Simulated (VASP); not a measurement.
The system is HgTe (Coloradoite).

```
CELL_PARAMETERS angstrom
0.00000 3.27755 3.27755
3.27755 0.00000 3.27755
3.27755 3.27755 0.00000
ATOMIC_POSITIONS crystal
Hg 0.00000 0.00000 0.00000
Te 0.75000 0.75000 0.75000
```

Base run:

* Program: VASP 6.6.1
* Functional: PBE exchange alone
* Potentials or basis: VASP PAW PBE potentials, release 64 (Hg, Te)
* Cutoff: 520 eV
* k mesh: 7 × 7 × 7
* Occupations: fermi-dirac, width 0.05 eV
* Spin: no spin polarisation

Its results: band gap on the k mesh zero (filled and empty bands touch); pressure 9.0 GPa.

Task: After a change of settings the same cell gave: band gap on the k mesh zero (filled and empty bands touch); pressure 2.9 GPa. Which change was it?
A. functional from PBE exchange alone to revPBE
B. functional from PBE exchange alone to r2SCAN; further incar settings from ALGO = Normal; EDIFF = 1e-07; NBANDS = 16 to ALGO = Normal; EDIFF = 1e-06; NBANDS = 16
C. functional from PBE exchange alone to BLYP; further incar settings from ALGO = Normal; EDIFF = 1e-07; NBANDS = 16 to ALGO = Normal; EDIFF = 1e-06; NBANDS = 16
D. functional from PBE exchange alone to PBE; dispersion from none to D4

Result: A.

Caveats: spin-orbit coupling is left out, which moves the levels of the heavy elements; the PAW data sets were made with another functional, which shifts forces and pressure a little (some runs).
